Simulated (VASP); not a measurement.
The system is Al2Au.

```
Al Au
1.0
     0.00000    3.00000    3.00000
     3.00000    0.00000    3.00000
     3.00000    3.00000    0.00000
Al Au
2 1
Cartesian
  1.5000 1.5000 1.5000
  4.5000 4.5000 4.5000
  0.0000 0.0000 0.0000
```

* Program: VASP 6.6.1
* Task: relaxation of cell and atoms
* Functional: PBE
* Potentials or basis: VASP PAW PBE potentials, release 64 (Al, Au)
* Cutoff: 600 eV
* k mesh: 9 × 9 × 9
* Occupations: fermi-dirac, width 0.1 eV
* Spin: no spin polarisation

At the start: pressure 3.2 GPa; volume 18.00 Å³/atom.

Task: How do energy, volume and symmetry change on relaxing?

Result: Over 3 steps the energy falls by 5.0 meV/atom and the volume is 18.52 Å³/atom (+2.9 %); space group Fm-3m (No. 225, to 0.05 Å).

Step by step:
| step | energy change (eV) | largest force (eV/Å) | pressure (GPa) | volume (Å³) |
| --- | --- | --- | --- | --- |
| 1 | 0.0000 | 0.0000 | 3.21 | 54.00 |
| 2 | -0.0054 | 0.0000 | -2.33 | 56.87 |
| 3 | -0.0151 | 0.0000 | 0.01 | 55.56 |

Final structure:
```xyz
3
Lattice="0.0000 3.0286 3.0286 3.0286 0.0000 3.0286 3.0286 3.0286 0.0000" Properties=species:S:1:pos:R:3 pbc="T T T"
Al    1.5143    1.5143    1.5143
Al    4.5429    4.5429    4.5429
Au    0.0000    0.0000    0.0000
```
